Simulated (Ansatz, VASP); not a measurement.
ZnS in VASP and in Ansatz

```
CELL_PARAMETERS angstrom
3.79436 0.00000 0.00000
-1.89718 3.28601 0.00000
0.00000 0.00000 24.79248
ATOMIC_POSITIONS crystal
Zn 0.00000 0.00000 0.00000
Zn 0.00000 0.00000 0.50000
Zn 0.33333 0.66667 0.12493
Zn 0.66667 0.33333 0.62493
Zn 0.33333 0.66667 0.37509
Zn 0.66667 0.33333 0.87509
Zn 0.33333 0.66667 0.75001
Zn 0.66667 0.33333 0.25001
S 0.00000 0.00000 0.09376
S 0.00000 0.00000 0.59376
S 0.33333 0.66667 0.21869
S 0.66667 0.33333 0.71869
S 0.33333 0.66667 0.46883
S 0.66667 0.33333 0.96883
S 0.33333 0.66667 0.84389
S 0.66667 0.33333 0.34389
```

Change from the starting cell: volume scaled by 0.98, ions relaxed.

Alike in both runs: functional PBE; k mesh 8 × 8 × 2; occupations fermi-dirac, width 0.02 eV; no spin polarisation.

Ansatz relaxed the structure, and its values are those at the end. VASP's run is a single point on that final structure, the one shown.

```csv
,VASP,Ansatz
version,VASP 6.6.1,Ansatz 0.2.0
potentials or method,"VASP PAW PBE potentials, release 64 (Zn, S)","plane-wave PAW, scalar-relativistic"
plane-wave cutoff (eV),520,420
valence electrons in the cell,144,144
```

```tsv
	VASP	Ansatz	Ansatz less VASP
gap on the k mesh at the Fermi level (eV)	2.23	2.22	-0.007
pressure (GPa)	3.5	3.3	-0.19
rms of the force components (eV/Å)	0.005	0.005	-0.0001
```

The functional is the same, so the differences come from potentials, cutoffs and numerics. Ansatz's warnings: stress scf threshold loose.
